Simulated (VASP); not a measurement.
Wanted: the native input for a VASP 6.6.1 run.

```yaml
Task: single point
Functional: r2SCAN
Potentials_or_basis: VASP PAW PBE potentials, release 64 (Li_sv, F)
Cutoff: 520 eV
k_mesh: 10 × 10 × 10
Occupations: gaussian, width 0.05 eV
Spin: no spin polarisation
Dipole_correction: no
Further_INCAR_settings: ALGO = Normal; EDIFF = 1e-06; NBANDS = 12
```

LiF:

```
Li F
1.0
     0.00000    1.99386    2.01400
     2.01400    0.00000    2.01400
     2.01400    1.99386    0.00000
Li F
1 1
Direct
  0.00000 0.00000 0.00000
  0.50000 0.50000 0.50000
```

This cell differs from its parent crystal: strain -0.0100 x Voigt [0, 1, 0, 0, 0, 0].

These files were run (other wordings do the same):

POSCAR

```
LiF
1.0
    0.0000000000      1.9938600000      2.0140000000
    2.0140000000      0.0000000000      2.0140000000
    2.0140000000      1.9938600000      0.0000000000
Li F
1 1
Direct
    0.0000000000      0.0000000000      0.0000000000
    0.5000000000      0.5000000000      0.5000000000
```

INCAR.step1

```
SYSTEM = LiF
PREC = Accurate
ENCUT = 520
ISMEAR = 0
SIGMA = 0.05
LREAL = .FALSE.
LASPH = .TRUE.
NELM = 60
NBANDS = 12
GGA = PE
ALGO = Normal
EDIFF = 1E-4
LWAVE = .TRUE.
LCHARG = .FALSE.
```

INCAR.step2

```
SYSTEM = LiF
PREC = Accurate
ENCUT = 520
EDIFF = 1E-6
ISMEAR = 0
SIGMA = 0.05
LREAL = .FALSE.
LASPH = .TRUE.
NELM = 60
ALGO = Normal
ISIF = 2
LWAVE = .FALSE.
LCHARG = .FALSE.
METAGGA = R2SCAN
LMIXTAU = .TRUE.
NBANDS = 12
ISTART = 1
```

KPOINTS

```
Automatic mesh
0
G
  10 10 10
  0 0 0
```

Potentials or basis: VASP PAW PBE potentials, release 64 (Li_sv, F).

Launch:

```bash
$ cat potpaw_PBE.64/Li_sv/POTCAR potpaw_PBE.64/F/POTCAR > POTCAR
$ cp INCAR.step1 INCAR
$ mpirun -np 1 vasp_std > vasp.out
$ cp INCAR.step2 INCAR
$ mpirun -np 1 vasp_std > vasp.out
```

Results of the run:

* Band gap on the k mesh: 10.36 eV, direct

Caveat: the cell differs from its parent crystal (strain -0.0100 x Voigt [0, 1, 0, 0, 0, 0]).

Wall time 24 s on 1 thread of Intel(R) Xeon(R) 6975P-C (Granite Rapids), on a shared host, peak memory 0.14 GiB.
